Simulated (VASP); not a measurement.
# HfIn4SiO6 (C2/m) in VASP: notebook

HfIn4SiO6 is run at these levels: PBE+D3(BJ), PBEsol; tasks: single point.

Everything below comes from runs of VASP 6.6.1. Logs are shortened: lines on timing, memory, paths and dates and some standing lists are left out, and cuts for length are marked.

### Step 1. The cell of the first run

The structure is monoclinic, space group C2/m (No. 12). The conventional cell has a = 4.800 Å, b = 16.052 Å, c = 4.806 Å, α = 90.00°, β = 102.58°, γ = 90.00°. Hf (site symmetry 2/m) has 6 O at 2.02 to 2.12 Å within 2.7 Å. Within 3.1 Å of In (site symmetry 2) lie 4 O at 2.30 to 3.03 Å and 2 In at 3.00 Å. Within 3.1 Å of In (site symmetry 2) lie 4 O at 2.29 to 3.02 Å and 2 In at 3.00 Å. Within 2.3 Å of Si (site symmetry 2/m) lie 6 O at 1.72 to 1.88 Å. Within 2.3 Å of O (site symmetry m) lie 1 Si at 1.72 Å and 1 Hf at 2.02 Å. O (site symmetry 1) has 1 Si at 1.88 Å and 1 Hf at 2.12 Å and 2 In at 2.29 to 2.30 Å and 4 O at 2.55 to 2.69 Å within 2.7 Å.

### Step 2. Single point, PBE+D3(BJ)

INCAR reads:

```
  PREC = Accurate
  ENCUT = 520
  EDIFF = 1E-6
  ISMEAR = -1
  SIGMA = 0.05
  LREAL = False
  LASPH = True
  NELM = 80
  ALGO = Normal
  ISIF = 2
  LWAVE = False
  LCHARG = True
  GGA = PE
  IVDW = 12
  LELF = True
  LVHAR = True
  NBANDS = 63
```

KPOINTS reads:

```
Automatic mesh
0
Gamma
  4 4 4
```

POSCAR reads:

```
HfIn4SiO6
1.0
    2.4000856500     -8.0260817344     -0.0180735114
    2.4000856500      8.0260817344     -0.0180735114
   -1.0113388431      0.0000000000      4.6978939880
Hf In Si O
1 4 1 6
Direct
    0.0000000000      0.0000000000      0.0000000000
    0.6639347237      0.3360652763      0.0000000000
    0.1629105390      0.8370894610      0.5000000000
    0.3360652763      0.6639347237      0.0000000000
    0.8370894610      0.1629105390      0.5000000000
    0.5000000000      0.5000000000      0.5000000000
    0.7300797757      0.7300797757      0.2702395805
    0.2699202243      0.2699202243      0.7297604195
    0.1945975762      0.3581890023      0.2765591181
    0.6418109977      0.8054024238      0.7234408819
    0.8054024238      0.6418109977      0.7234408819
    0.3581890023      0.1945975762      0.2765591181
```

Potentials or basis: VASP PAW PBE potentials, release 64 (Hf_pv, In_d, Si, O).

On the command line:

```bash
cat potpaw_PBE.64/Hf_pv/POTCAR potpaw_PBE.64/In_d/POTCAR potpaw_PBE.64/Si/POTCAR potpaw_PBE.64/O/POTCAR > POTCAR
mpirun -np 1 vasp_std > vasp.out
```

OUTCAR:

```text
PREC = Accurate
   ENCUT = 520
   EDIFF = 1E-6
   ISMEAR = -1
   LREAL = False
   LASPH = True
   NELM = 80
   ISIF = 2
   GGA = PE
   IVDW = 12
 IVDW          = 12

 ion  position               nearest neighbor table
   1  0.000  0.000  0.000-   7 2.02   8 2.02   9 2.12  10 2.12  11 2.12  12 2.12   6 3.00   6 3.00
                             3 3.55   3 3.55   5 3.55   5 3.55   2 3.56   2 3.56   4 3.56   4 3.56
   2  0.664  0.336  0.000-  11 2.30  12 2.30   3 3.00   3 3.00   1 3.56   1 3.56   6 3.56   6 3.56
                             4 3.66   4 3.66   5 3.67   5 3.67   3 3.75   3 3.75
   3  0.163  0.837  0.500-  11 2.29  12 2.29   2 3.00   2 3.00   6 3.55   6 3.55   1 3.55   1 3.55
                             4 3.67   4 3.67   5 3.68   5 3.68   2 3.75   2 3.75
   4  0.336  0.664  0.000-   9 2.30  10 2.30   5 3.00   5 3.00   1 3.56   1 3.56   6 3.56   6 3.56
                             2 3.66   2 3.66   3 3.67   3 3.67   5 3.75   5 3.75
   5  0.837  0.163  0.500-   9 2.29  10 2.29   4 3.00   4 3.00   6 3.55   6 3.55   1 3.55   1 3.55
                             2 3.67   2 3.67   3 3.68   3 3.68   4 3.75   4 3.75
   6  0.500  0.500  0.500-   7 1.72   8 1.72   9 1.88  10 1.88  11 1.88  12 1.88   1 3.00   1 3.00
                             3 3.55   3 3.55   5 3.55   5 3.55   4 3.56   2 3.56   4 3.56   2 3.56
   7  0.730  0.730  0.270-   6 1.72   1 2.02
   8  0.270  0.270  0.730-   6 1.72   1 2.02
   9  0.195  0.358  0.277-   6 1.88   1 2.12   5 2.29   4 2.30
  10  0.642  0.805  0.723-   6 1.88   1 2.12   5 2.29   4 2.30
  11  0.805  0.642  0.723-   6 1.88   1 2.12   3 2.29   2 2.30
  12  0.358  0.195  0.277-   6 1.88   1 2.12   3 2.29   2 2.30

  LATTYP: Found a base centered monoclinic cell.
 ALAT       =     4.8003073981
 B/A-ratio  =     3.3439865695
 C/A-ratio  =     1.0010857094
 COS(beta)  =    -0.2178091429

  Lattice vectors:

 A1 = (   2.4000856500,  -8.0260817344,  -0.0180735114)
 A2 = (   2.4000856500,   8.0260817344,  -0.0180735114)
 A3 = (  -1.0113388431,   0.0000000000,   4.6978939880)

Analysis of symmetry for initial positions (statically):
=====================================================================
 Subroutine PRICEL returns:
 Original cell was already a primitive cell.

 Routine SETGRP: Setting up the symmetry group for a
 base centered monoclinic supercell.

 Subroutine GETGRP returns: Found  4 space group operations
 (whereof  4 operations were pure point group operations)
 out of a pool of  4 trial point group operations.

The static configuration has the point symmetry C_2h.

Analysis of symmetry for dynamics (positions and initial velocities):
=====================================================================
 Subroutine PRICEL returns:
 Original cell was already a primitive cell.

 Routine SETGRP: Setting up the symmetry group for a
 base centered monoclinic supercell.

 Subroutine GETGRP returns: Found  4 space group operations
 (whereof  4 operations were pure point group operations)
 out of a pool of  4 trial point group operations.

The dynamic configuration has the point symmetry C_2h.

 Subroutine INISYM returns: Found  4 space group operations
 (whereof  4 operations are pure point group operations),
 and found     1 'primitive' translations

----------------------------------------------------------------------------------------

                                     Primitive cell

  volume of cell :     180.7003

  direct lattice vectors                    reciprocal lattice vectors
     2.400085650 -8.026081734 -0.018073511     0.208664164 -0.062296899  0.044920165
     2.400085650  8.026081734 -0.018073511     0.208664164  0.062296899  0.044920165
    -1.011338843  0.000000000  4.697893988     0.001605525  0.000000000  0.213206967

  length of vectors
     8.377274365  8.377274365  4.805519137     0.222349855  0.222349855  0.213213012

  position of ions in fractional coordinates (direct lattice)
     0.000000000  0.000000000  0.000000000
     0.663934724  0.336065276  1.000000000
     0.162910539  0.837089461  0.500000000
[... 49 lines left out ...]

 Free energy of the ion-electron system (eV)
  ---------------------------------------------------
  ext. energy  EPLUGINS =         0.00000000
  ---------------------------------------------------
  free energy    TOTEN  =       -77.26070471 eV

  energy without entropy =      -77.25887931  energy(sigma->0) =      -77.25979201

 E-fermi :   6.8308     XC(G=0): -10.6787

 val. band max:        6.6649947901   @ k =   0.0000   0.0000   0.0000
 cond. band min:       7.0394225805   @ k =   0.0000   0.0000   0.0000
 fundamental gap:      0.3744277904
 Fermi energy:         6.8307636487

 k-point     1 :       0.0000    0.0000    0.0000
  band No.  band energies     occupation
      1     -24.5577      2.00000
      2     -24.4960      2.00000
      3     -24.4161      2.00000
      4     -13.9554      2.00000
      5     -12.3727      2.00000
      6     -12.2203      2.00000
[... 55 lines left out ...]
     62      12.3672      0.00000
     63      12.7718      0.00000

 k-point     2 :       0.2500    0.0000    0.0000
  band No.  band energies     occupation
      1     -24.5572      2.00000
      2     -24.4986      2.00000
      3     -24.4189      2.00000
      4     -13.7350      2.00000
      5     -12.5431      2.00000
      6     -12.4493      2.00000
[... 55 lines left out ...]
     62      12.8571      0.00000
     63      13.2141      0.00000

 k-point     3 :       0.5000    0.0000    0.0000
  band No.  band energies     occupation
      1     -24.5567      2.00000
      2     -24.5016      2.00000
      3     -24.4213      2.00000
      4     -13.3656      2.00000
      5     -12.8109      2.00000
      6     -12.6327      2.00000
[... 1375 lines left out ...]
     62      12.7214      0.00000
     63      12.8752      0.00000

 k-point    24 :       0.5000    0.5000    0.5000
  band No.  band energies     occupation
      1     -24.5567      2.00000
      2     -24.5017      2.00000
      3     -24.4211      2.00000
      4     -13.3673      2.00000
      5     -12.8091      2.00000
      6     -12.6337      2.00000
[... 55 lines left out ...]
     62      12.7885      0.00000
     63      12.8885      0.00000

------------------------ aborting loop because EDIFF is reached ----------------------------------------

 Edisp (eV)   -2.85650

 E8    (eV) :    -1.2556

  FORCE on cell =-STRESS in cart. coord.  units (eV):
  Direction    XX          YY          ZZ          XY          YZ          ZX
  --------------------------------------------------------------------------------------
  -------------------------------------------------------------------------------------
  Total      -1.00742    -0.80452    -1.06651     0.00000     0.00000    -0.13256
  in kB      -8.93227    -7.13329    -9.45623     0.00000     0.00000    -1.17536
  external pressure =       -8.51 kB  Pullay stress =        0.00 kB

 VOLUME and BASIS-vectors are now :
 -----------------------------------------------------------------------------
  energy-cutoff  :      520.00
  volume of cell :      180.70
      direct lattice vectors                 reciprocal lattice vectors
     2.400085650 -8.026081734 -0.018073511     0.208664164 -0.062296899  0.044920165
     2.400085650  8.026081734 -0.018073511     0.208664164  0.062296899  0.044920165
    -1.011338843  0.000000000  4.697893988     0.001605525  0.000000000  0.213206967

 POSITION                                       TOTAL-FORCE (eV/Angst)
 -----------------------------------------------------------------------------------
      0.00000      0.00000      0.00000         0.000000      0.000000     -0.000000
      2.40009     -2.63151     -0.01807         0.000000     -0.016708     -0.000000
      1.89442      5.41102      2.33087         0.000000     -0.018968     -0.000000
      2.40009      2.63151     -0.01807         0.000000      0.016708     -0.000000
      1.89442     -5.41102      2.33087         0.000000      0.018968     -0.000000
      1.89442      0.00000      2.33087         0.000000      0.000000     -0.000000
      3.23120      0.00000      1.24317         0.159713      0.000000     -0.129937
      0.55763      0.00000      3.41858        -0.159713      0.000000      0.129937
      1.04704      1.31300      1.28925        -0.069227     -0.085426     -0.086817
      2.74179      1.31300      3.37249         0.069227     -0.085426      0.086817
      2.74179     -1.31300      3.37249         0.069227      0.085426      0.086817
      1.04704     -1.31300      1.28925        -0.069227      0.085426     -0.086817
 -----------------------------------------------------------------------------------
    total drift:                               -0.000000      0.000000      0.000000

  FREE ENERGIE OF THE ION-ELECTRON SYSTEM (eV)
  ---------------------------------------------------
  free  energy   TOTEN  =       -80.1172073216 eV

  energy  without entropy=      -80.1153819167  energy(sigma->0) =      -80.11629462
```

It took 4.7 min on 1 thread of Intel Xeon Platinum 8488C (Sapphire Rapids), shared host; peak memory 0.51 GiB.

Results:

```
Free energy                : -80.1172 eV
Pressure                   : -0.9 GPa
Largest force              : 0.206 eV/Å
Band gap on the k mesh     : 0.37 eV
Dispersion energy per atom : -0.238 eV
```

Forces in eV/Å, atoms in the order of the input:
```
Hf   0.000  0.000  0.000
In   0.000 -0.017  0.000
In   0.000 -0.019  0.000
In   0.000  0.017  0.000
In   0.000  0.019  0.000
Si   0.000  0.000  0.000
O    0.160  0.000 -0.130
O   -0.160  0.000  0.130
O   -0.069 -0.085 -0.087
O    0.069 -0.085  0.087
O    0.069  0.085  0.087
O   -0.069  0.085 -0.087
```

Levels at points of the mesh, in eV from the valence-band top:
```
           k point  band 49  band 50  band 51  band 52  band 53  band 54
(0.00, 0.00, 0.00)    -0.82    -0.59     0.00     0.37     0.42     0.81
(0.50, 0.00, 0.00)    -2.22    -1.23    -1.14     2.34     2.72     2.87
(0.50, 0.50, 0.00)    -1.60    -0.59     0.00     0.39     0.41     2.29
(0.00, 0.00, 0.50)    -2.13    -1.06    -1.02     2.29     2.60     2.67
(0.50, 0.00, 0.50)    -1.77    -1.69    -1.66     0.60     0.84     1.46
(0.50, 0.50, 0.50)    -2.27    -1.52    -1.22     2.23     2.82     2.99
```

Caveat: three body term missing; spin-orbit coupling is left out, which moves the levels of the heavy elements.

### Step 3. Single point, PBE+D3(BJ)

This run uses another cell than the first one, of 15.47 Å³/atom.

INCAR reads:

```
SYSTEM = HfIn4SiO6
PREC = Accurate
ENCUT = 520
EDIFF = 1E-7
ISMEAR = -1
SIGMA = 0.05
LREAL = .FALSE.
LASPH = .TRUE.
NELM = 80
ALGO = Normal
ISIF = 2
LWAVE = .FALSE.
LCHARG = .FALSE.
GGA = PE
IVDW = 12
NBANDS = 63
```

KPOINTS reads:

```
Automatic mesh
0
G
  4 4 4
  0 0 0
```

POSCAR reads:

```
HfIn4SiO6
1.0
    2.4141800000     -8.1294700000     -0.0036100000
    2.4141800000      8.1294700000     -0.0036100000
   -0.9887200000      0.0000000000      4.7307200000
Hf In Si O
1 4 1 6
Direct
    0.0000000000      0.0000000000      0.0000000000
    0.6632100000      0.3367900000      0.0000000000
    0.1619700000      0.8380300000      0.5000000000
    0.3367900000      0.6632100000      0.0000000000
    0.8380300000      0.1619700000      0.5000000000
    0.5000000000      0.5000000000      0.5000000000
    0.7303300000      0.7303300000      0.2705100000
    0.2696700000      0.2696700000      0.7294900000
    0.1957500000      0.3569500000      0.2760900000
    0.6430500000      0.8042500000      0.7239100000
    0.8042500000      0.6430500000      0.7239100000
    0.3569500000      0.1957500000      0.2760900000
```

Potentials or basis: VASP PAW PBE potentials, release 64 (Hf_pv, In_d, Si, O).

On the command line:

```bash
cat potpaw_PBE.64/Hf_pv/POTCAR potpaw_PBE.64/In_d/POTCAR potpaw_PBE.64/Si/POTCAR potpaw_PBE.64/O/POTCAR > POTCAR
mpirun -np 1 vasp_std > vasp.out
```

It took 5.1 min on 1 thread of Intel Xeon Platinum 8488C (Sapphire Rapids), shared host; peak memory 0.51 GiB.

It converged, with:

- Free energy: -80.0690 eV
- Pressure: -2.9 GPa
- Largest force: 0.196 eV/Å
- Band gap on the k mesh: 0.27 eV
- Dispersion energy per atom: -0.232 eV

Forces on the atoms (eV/Å):
```
Hf   0.000  0.000  0.000
In   0.000  0.098  0.000
In   0.000  0.090  0.000
In   0.000 -0.098  0.000
In   0.000 -0.090  0.000
Si   0.000  0.000  0.000
O    0.153  0.000 -0.123
O   -0.153  0.000  0.123
O   -0.083 -0.062 -0.097
O    0.083 -0.062  0.097
O    0.083  0.062  0.097
O   -0.083  0.062 -0.097
```

Stress tensor (GPa, compression positive):
```
-3.12  0.00 -0.68
 0.00 -2.18  0.00
-0.68  0.00 -3.39
```

Levels at points of the mesh, in eV from the valence-band top:
| k point | band 47 | band 48 | band 49 | band 50 | band 51 | band 52 | band 53 | band 54 | band 55 | band 56 |
| --- | --- | --- | --- | --- | --- | --- | --- | --- | --- | --- |
| (0.00, 0.00, 0.00) | -2.53 | -1.63 | -0.90 | -0.56 | 0.00 | 0.27 | 0.30 | 0.74 | 2.75 | 4.01 |
| (0.50, 0.00, 0.00) | -2.48 | -2.29 | -2.20 | -1.30 | -1.20 | 2.26 | 2.69 | 2.81 | 2.89 | 3.09 |
| (0.50, 0.50, 0.00) | -2.84 | -2.53 | -1.63 | -0.56 | 0.00 | 0.28 | 0.29 | 2.18 | 2.54 | 4.02 |
| (0.00, 0.00, 0.50) | -2.44 | -2.30 | -2.11 | -1.12 | -1.08 | 2.18 | 2.58 | 2.59 | 2.83 | 3.26 |
| (0.50, 0.00, 0.50) | -2.49 | -2.34 | -1.77 | -1.69 | -1.68 | 0.43 | 0.66 | 1.35 | 1.74 | 2.70 |
| (0.50, 0.50, 0.50) | -2.52 | -2.42 | -2.26 | -1.60 | -1.28 | 2.17 | 2.79 | 2.91 | 3.23 | 3.33 |

Caveat: three body term missing; spin-orbit coupling is left out, which moves the levels of the heavy elements. A k mesh can miss the band edges.

### Step 4. Single point, PBEsol

This run uses another cell than the first one, of 14.74 Å³/atom.

INCAR reads:

```
SYSTEM = HfIn4SiO6
PREC = Accurate
ENCUT = 520
EDIFF = 1E-6
ISMEAR = -1
SIGMA = 0.05
LREAL = .FALSE.
LASPH = .TRUE.
NELM = 100
ALGO = Normal
ISIF = 2
LWAVE = .FALSE.
LCHARG = .FALSE.
GGA = PS
NBANDS = 63
```

KPOINTS reads:

```
regular mesh
0
G
  4 4 4
  0 0 0
```

POSCAR reads:

```
HfIn4SiO6
1.0
    2.3867735998     -7.9494027919     -0.0209821931
    2.3867735998      7.9494027919     -0.0209821931
   -1.0116267352      0.0000000000      4.6710921438
Hf In Si O
1 4 1 6
Direct
    0.0000000000      0.0000000000      0.0000000000
    0.6636917000      0.3363083000      0.0000000000
    0.1625387468      0.8374612532      0.5000000000
    0.3363083000      0.6636917000      0.0000000000
    0.8374612532      0.1625387468      0.5000000000
    0.5000000000      0.5000000000      0.5000000000
    0.7306879313      0.7306879313      0.2698506620
    0.2693120687      0.2693120687      0.7301493380
    0.1948995754      0.3589195858      0.2769831293
    0.6410804142      0.8051004246      0.7230168707
    0.8051004246      0.6410804142      0.7230168707
    0.3589195858      0.1948995754      0.2769831293
```

On the command line:

```bash
cat potpaw_PBE.64/Hf_pv/POTCAR potpaw_PBE.64/In_d/POTCAR potpaw_PBE.64/Si/POTCAR potpaw_PBE.64/O/POTCAR > POTCAR
mpirun -np 1 vasp_std > vasp.out
```

It took 11 min on 1 thread of Intel Xeon 8259CL, shared host; peak memory 0.53 GiB.

Results (log left out):

| Property | Result |
| --- | --- |
| Free energy | -82.1865 eV |
| Pressure | -0.4 GPa |
| Largest force | 0.227 eV/Å |
| Band gap on the k mesh | 0.42 eV |

Forces in eV/Å, atoms in the order of the input:
```
Hf   0.000  0.000  0.000
In   0.000 -0.024  0.000
In   0.000 -0.024  0.000
In   0.000  0.024  0.000
In   0.000  0.024  0.000
Si   0.000  0.000  0.000
O    0.176  0.000 -0.144
O   -0.176  0.000  0.144
O   -0.072 -0.079 -0.089
O    0.072 -0.079  0.089
O    0.072  0.079  0.089
O   -0.072  0.079 -0.089
```

Stress tensor (GPa, compression positive):
```
-0.44  0.00 -0.19
 0.00 -0.35  0.00
-0.19  0.00 -0.52
```

Levels at points of the mesh, in eV from the valence-band top:
```csv
k point,band 47,band 48,band 49,band 50,band 51,band 52,band 53,band 54,band 55,band 56
"(0.00, 0.00, 0.00)",-2.65,-1.67,-0.78,-0.64,0.00,0.42,0.49,0.75,2.75,4.08
"(0.50, 0.00, 0.00)",-2.63,-2.40,-2.33,-1.21,-1.14,2.30,2.71,2.85,2.98,3.19
"(0.50, 0.50, 0.00)",-2.76,-2.65,-1.67,-0.64,0.00,0.44,0.47,2.21,2.67,4.10
"(0.00, 0.00, 0.50)",-2.58,-2.40,-2.24,-1.03,-0.98,2.22,2.59,2.63,2.89,3.35
"(0.50, 0.00, 0.50)",-2.55,-2.49,-1.82,-1.74,-1.67,0.61,0.88,1.47,1.86,2.76
"(0.50, 0.50, 0.50)",-2.65,-2.53,-2.37,-1.51,-1.22,2.20,2.82,2.97,3.33,3.47
```

Caveat: the PAW data sets were made with another functional, which shifts forces and pressure a little; spin-orbit coupling is left out, which moves the levels of the heavy elements. A k mesh can miss the band edges.

### Step 5. The runs side by side

```csv
level,cell,gap on the mesh (eV),pressure (GPa),largest force (eV/Å)
PBE+D3(BJ),"a = 8.377, b = 8.377, c = 4.806 Å, angles 93.6, 93.6, 146.7°, 12 atoms, atomic positions A",0.37,-0.9,0.21
PBE+D3(BJ),"a = 8.480, b = 8.480, c = 4.833 Å, angles 93.4, 93.4, 146.9°, 12 atoms, atomic positions B",0.27,-2.9,0.20
PBEsol,"a = 8.300, b = 8.300, c = 4.779 Å, angles 93.6, 93.6, 146.6°, 12 atoms, atomic positions A",0.42,-0.4,0.23
```

Alike in all rows: task single point; potentials or basis VASP PAW PBE potentials, release 64 (Hf_pv, In_d, Si, O); no spin polarisation; k mesh 4 × 4 × 4; cutoff (eV) 520; smearing fermi-dirac 0.05 eV.

Caveats: spin-orbit coupling is left out, which moves the levels of the heavy elements; three body term missing (at least some runs); the PAW data sets were made with another functional, which shifts forces and pressure a little (at least some runs).

Total energies depend on the potentials used, so only differences within one code and one set of settings carry meaning.
